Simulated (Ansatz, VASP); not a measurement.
# Two plane-wave programs on HfO2

```
Hf O
1.0
     0.00000    2.55750    2.48077
     2.55750    0.00000    2.48077
     2.55750    2.55750    0.00000
Hf O
1 2
Direct
  0.00000 0.00000 0.00000
  0.25000 0.25000 0.25000
  0.75000 0.75000 0.75000
```

Change from the starting cell: z stretched by -3 %, ions relaxed.

Alike in both runs: functional PBE; k mesh 10 × 10 × 10; occupations fermi-dirac, width 0.02 eV; no spin polarisation.

Ansatz relaxed the structure, and its values are those at the end. VASP's run is a single point on that final structure, the one shown.

|  | VASP | Ansatz |
| --- | --- | --- |
| version | VASP 6.6.1 | Ansatz 0.2.0 |
| potentials or method | VASP PAW PBE potentials, release 64 (Hf_pv, O) | plane-wave PAW, scalar-relativistic |
| plane-wave cutoff (eV) | 520 | 420 |
| valence electrons in the cell | 22 | 38 |

```csv
,VASP,Ansatz,Ansatz less VASP
gap on the k mesh at the Fermi level (eV),3.49,3.50,+0.006
pressure (GPa),1.4,5.2,+3.80
```

VASP's potentials hold 22 valence electrons a cell and Ansatz's 38, so a difference there can come from the potentials and not from the codes. Ansatz's warnings: stress scf threshold loose.

Neither program's run includes spin-orbit coupling.
